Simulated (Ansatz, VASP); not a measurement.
# One calculation of N, two programs

```xyz
4
Lattice="3.9564 0.0000 0.0000 0.0000 3.9564 0.0000 0.0000 0.0000 5.6966" Properties=species:S:1:pos:R:3 pbc="T T T"
N     3.5776    3.5776    0.0000
N     2.3569    1.5995    2.8483
N     0.3787    0.3787    0.0000
N     1.5995    2.3569    2.8483
```

Alike in both runs: task single point; functional PBEsol; k mesh 6 × 6 × 6; occupations gaussian, width 0.05 eV; no spin polarisation.

```csv
,VASP,Ansatz
version,VASP 6.6.1,Ansatz 0.2.0
potentials or method,"VASP PAW PBE potentials, release 64 (N), cutoff 520 eV","scalar-relativistic, plane waves, PAW"
valence electrons in the cell,20,20
```

|  | VASP | Ansatz | Ansatz less VASP |
| --- | --- | --- | --- |
| gap on the k mesh at the Fermi level (eV) | 7.19 | 7.24 | +0.054 |
| least direct gap on the mesh (eV) | 7.57 | 7.62 | +0.051 |
| pressure (GPa) | 9.2 | 6.1 | -3.10 |
| traceless stress, the component that is largest in VASP (GPa) | -9.26 | -5.88 | +3.382 |
| rms of the force components (eV/Å) | 4.142 | 2.596 | -1.5457 |

VASP's potentials were made for PBE, not for PBEsol. Atom by atom the forces differ by 1.546 eV/Å (rms over components). The functional is the same, so the differences come from potentials, cutoffs and numerics.

Noted on VASP's run: the standard files for N, O and F lose accuracy on very short bonds.
